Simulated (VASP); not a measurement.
Input of a VASP 6.6.1 run:

INCAR

```
PREC     = Accurate       # precision mode
ENCUT    = 600            # plane-wave cutoff, eV
EDIFF    = 1E-6           # SCF threshold, eV
ISMEAR   = -1             # smearing method
SIGMA    = 0.05           # smearing width, eV
LREAL    = False          # projectors in reciprocal space
LASPH    = True           # aspherical terms in the spheres
NELM     = 200            # most SCF steps
ALGO     = Normal         # electronic algorithm
ISIF     = 2              # what is computed and relaxed
LWAVE    = False          # write WAVECAR
LCHARG   = False          # write CHGCAR
LNONCOLLINEAR= True           # non-collinear magnetism
MAGMOM   = 0 0 0 0 0 0    # initial moments
LORBIT   = 11             # projections on sites
LSORBIT  = True           # spin-orbit coupling
GGA_COMPAT= False        
LORBMOM  = True         
LMAXMIX  = 4              # l up to which the mixer works
GGA      = PE             # functional
NBANDS   = 30             # bands
```

The input KPOINTS:

```
Automatic mesh
0
Gamma
  7 7 7
```

POSCAR

```
WC
1.0
    0.0000000000      2.1926840000      2.1926840000
    2.1926840000      0.0000000000      2.1926840000
    2.1926840000      2.1926840000      0.0000000000
W C
1 1
Direct
    0.0000000000      0.0000000000      0.0000000000
    0.5000000000      0.5000000000      0.5000000000
```

Potentials or basis: VASP PAW PBE potentials, release 64 (W_sv, C).

Launch:

```sh
$ cat potpaw_PBE.64/W_sv/POTCAR potpaw_PBE.64/C/POTCAR > POTCAR
$ mpirun -np 1 vasp_ncl > vasp.out
```

Estimate the net moment.

0.00 μB per cell.

What does it give for the pressure?

0.1 GPa.

Moments on the atoms (μB; x, y, z):
```
W   0.00 0.00 0.00
C   0.00 0.00 0.00
```
